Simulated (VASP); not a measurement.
A run of VASP 6.6.1:

The input INCAR:

```
SYSTEM = GaF
  PREC = Accurate
  ENCUT = 520
  EDIFF = 1E-6
  ISMEAR = -1
  SIGMA = 0.05
  LREAL = .FALSE.
  LASPH = .TRUE.
  NELM = 100
  ALGO = Normal
  ISIF = 2
  LWAVE = .FALSE.
  LCHARG = .FALSE.
  GGA = PE
  NBANDS = 17
```

The input KPOINTS:

```
Automatic mesh
0
G
  8 8 8
  0 0 0
```

File POSCAR:

```
GaF
1.0
    3.2280126268      0.0000000000      0.0000000000
    0.0000000000      3.2280126268      0.0000000000
    0.0000000000      0.0000000000      3.2280126268
Ga F
1 1
Direct
    0.0000000000      0.0000000000      0.0000000000
    0.5000000000      0.5000000000      0.5000000000
```

Potentials or basis: VASP PAW PBE potentials, release 64 (Ga_d, F).

Launch:

```sh
$ cat potpaw_PBE.64/Ga_d/POTCAR potpaw_PBE.64/F/POTCAR > POTCAR
$ mpirun -np 1 vasp_std > vasp.out
```

Hardware: 1 thread of Intel(R) Xeon(R) Platinum 8488C (Sapphire Rapids), with other jobs on the host.

Q: How long does it take, and how much memory?

A: Run time: 9.7 s on 1 thread of Intel(R) Xeon(R) Platinum 8488C (Sapphire Rapids) (shared host), peak memory 0.14 GiB. Counts: scf iterations 13, k points 35.
